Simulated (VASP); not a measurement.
# MgO (Amm2) in VASP: notebook, part 2 of 2

VASP 6.6.1.

## (6) Single point, PBEsol (atom 1 (Mg) moved +0.060 Å along Cartesian [1 1 0])

INCAR reads:

```
  ALGO = Normal
  EDIFF = 1E-6
  ENCUT = 520
  GGA = PS
  ISIF = 2
  ISMEAR = 0
  LASPH = True
  LCHARG = False
  LREAL = False
  LWAVE = False
  NBANDS = 26
  NELM = 80
  PREC = Accurate
  SIGMA = 0.05
```

KPOINTS reads:

```
k-points
0
Gamma
  6 6 6
```

POSCAR reads:

```
MgO
1.0
    4.2703000000      0.0000000000      0.0000000000
    0.0000000000     -4.2703000000      0.0000000000
    0.0000000000      0.0000000000     -4.2703000000
Mg O
4 4
Direct
    0.0099352286      0.4900647714      0.5000000000
    0.5000000000      0.0000000000      0.5000000000
    0.5000000000      0.5000000000      0.0000000000
    0.0000000000      0.0000000000      0.0000000000
    0.5000000000      0.0000000000      0.0000000000
    0.0000000000      0.5000000000      0.0000000000
    0.0000000000      0.0000000000      0.5000000000
    0.5000000000      0.5000000000      0.5000000000
```

Potentials or basis: VASP PAW PBE potentials, release 64 (Mg, O).

On the command line:

```
$ cat potpaw_PBE.64/Mg/POTCAR potpaw_PBE.64/O/POTCAR > POTCAR
$ mpirun -np 1 vasp_std > vasp.out
```

OUTCAR:

```text
EDIFF = 1E-6
   ENCUT = 520
   GGA = PS
   ISIF = 2
   ISMEAR = 0
   LASPH = True
   LREAL = False
   NELM = 80
   PREC = Accurate

 ion  position               nearest neighbor table
   1  0.010  0.490  0.500-   7 2.09   8 2.09   6 2.14   6 2.14   7 2.18   8 2.18   2 2.96   3 2.99
                             4 2.99   4 2.99   3 2.99   2 3.02   2 3.02   4 3.05   3 3.05   4 3.05
   2  0.500  0.000  0.500-   5 2.14   7 2.14   8 2.14   5 2.14   8 2.14   7 2.14   1 2.96   4 3.02
                             4 3.02   3 3.02   3 3.02   3 3.02   4 3.02   3 3.02   4 3.02   1 3.02
   3  0.500  0.500  0.000-   5 2.14   6 2.14   8 2.14   8 2.14   5 2.14   6 2.14   1 2.99   1 2.99
                             2 3.02   2 3.02   4 3.02   4 3.02   2 3.02   4 3.02   2 3.02   4 3.02
   4  0.000  0.000  0.000-   5 2.14   6 2.14   7 2.14   7 2.14   6 2.14   5 2.14   1 2.99   1 2.99
                             2 3.02   3 3.02   3 3.02   2 3.02   3 3.02   2 3.02   2 3.02   3 3.02
   5  0.500  0.000  0.000-   2 2.14   3 2.14   4 2.14   2 2.14   3 2.14   4 2.14
   6  0.000  0.500  0.000-   3 2.14   4 2.14   4 2.14   3 2.14   1 2.14   1 2.14
   7  0.000  0.000  0.500-   1 2.09   2 2.14   4 2.14   4 2.14   2 2.14   1 2.18
   8  0.500  0.500  0.500-   1 2.09   2 2.14   3 2.14   3 2.14   2 2.14   1 2.18

  LATTYP: Found a simple cubic cell.
[... 200 lines left out ...]
 fundamental gap:      4.2465105752
 Fermi energy:         3.0013306287

 k-point     1 :       0.0000    0.0000    0.0000
  band No.  band energies     occupation
      1     -14.2330      2.00000
      2     -12.7734      2.00000
      3     -12.7726      2.00000
      4     -12.7695      2.00000
      5      -1.2133      2.00000
      6      -1.2131      2.00000
[... 685 lines left out ...]
     25      16.1029      0.00000
     26      16.2073      0.00000

 [... further k-points ...]
[... 5 lines left out ...]
  --------------------------------------------------------------------------------------
  -------------------------------------------------------------------------------------
  Total       -3.0191905     -3.0191905     -3.0803023      0.0018871      0.0000000      0.0000000
  in kB      -62.1192115    -62.1192115    -63.3765741      0.0388266      0.0000000      0.0000000
  external PRESSURE =     -62.5383324 kB  Pullay stress =       0.0000000 kB

 VOLUME and BASIS-vectors are now :
 -----------------------------------------------------------------------------
  energy-cutoff  :      520.00
  volume of cell :       77.87
      direct lattice vectors                 reciprocal lattice vectors
     4.270300000  0.000000000  0.000000000     0.234175585  0.000000000  0.000000000
     0.000000000 -4.270300000  0.000000000     0.000000000 -0.234175585  0.000000000
     0.000000000  0.000000000 -4.270300000     0.000000000  0.000000000 -0.234175585

 POSITION                                       TOTAL-FORCE (eV/Angst)
 -----------------------------------------------------------------------------------
      0.04243     -2.09272     -2.13515        -0.359674     -0.359674      0.000000
      2.13515      0.00000     -2.13515         0.100492      0.100492      0.000000
      2.13515     -2.13515      0.00000         0.099960     -0.029305      0.000000
      0.00000      0.00000      0.00000        -0.029305      0.099960      0.000000
      2.13515      0.00000      0.00000        -0.011637     -0.011637      0.000000
      0.00000     -2.13515      0.00000         0.062532      0.062532      0.000000
      0.00000      0.00000     -2.13515         0.062076      0.075555      0.000000
      2.13515     -2.13515     -2.13515         0.075555      0.062076      0.000000
 -----------------------------------------------------------------------------------
    total drift:                                0.000391      0.000391      0.000000

  FREE ENERGIE OF THE ION-ELECTRON SYSTEM (eV)
  ---------------------------------------------------
  free  energy   TOTEN  =       -49.9721174671 eV

  energy  without entropy=      -49.9721174671  energy(sigma->0) =      -49.97211747
```

OSZICAR:

```text
N       E                     dE             d eps       ncg     rms          rms(c)
DAV:   1     0.135394370944E+03    0.13539E+03   -0.15908E+04  2816   0.112E+03
DAV:   2    -0.461061924064E+02   -0.18150E+03   -0.17276E+03  3634   0.240E+02
DAV:   3    -0.554411289824E+02   -0.93349E+01   -0.92857E+01  3438   0.536E+01
DAV:   4    -0.554944747357E+02   -0.53346E-01   -0.53317E-01  3010   0.462E+00
DAV:   5    -0.554947167492E+02   -0.24201E-03   -0.24201E-03  3092   0.321E-01    0.133E+01
DAV:   6    -0.501201682446E+02    0.53745E+01   -0.17518E+01  2824   0.255E+01    0.448E+00
DAV:   7    -0.500299776291E+02    0.90191E-01   -0.29085E-01  2724   0.385E+00    0.267E+00
DAV:   8    -0.499750977245E+02    0.54880E-01   -0.11852E-01  2780   0.325E+00    0.547E-01
DAV:   9    -0.499720707553E+02    0.30270E-02   -0.52576E-03  3162   0.537E-01    0.180E-01
DAV:  10    -0.499721139483E+02   -0.43193E-04   -0.97698E-04  2996   0.190E-01    0.133E-02
DAV:  11    -0.499721182945E+02   -0.43462E-05   -0.56084E-06  3228   0.159E-02    0.101E-02
DAV:  12    -0.499721174671E+02    0.82739E-06   -0.10080E-06  1770   0.836E-03
   1 F= -.49972117E+02 E0= -.49972117E+02  d E =-.644812E-13
```

It took 96 s on 1 thread of Intel Xeon Platinum 8259CL at 2.50GHz (Skylake/Cascade Lake), shared host; peak memory 0.22 GiB.

What came out:

* Free energy: -49.9721 eV
* Pressure: -6.3 GPa
* Largest force: 0.509 eV/Å
* Band gap on the k mesh: 4.25 eV

Forces on the atoms (eV/Å):
```
Mg  -0.360 -0.360  0.000
Mg   0.100  0.100  0.000
Mg   0.100 -0.029  0.000
Mg  -0.029  0.100  0.000
O   -0.012 -0.012  0.000
O    0.063  0.063  0.000
O    0.062  0.076  0.000
O    0.076  0.062  0.000
```

Stress tensor (GPa, compression positive):
```
-6.21  0.00  0.00
 0.00 -6.21  0.00
 0.00  0.00 -6.34
```

Caveat: the cell differs from its parent crystal (atom 1 (Mg) moved +0.060 Å along Cartesian [1 1 0]); the PAW data sets were made with another functional, which shifts forces and pressure a little.
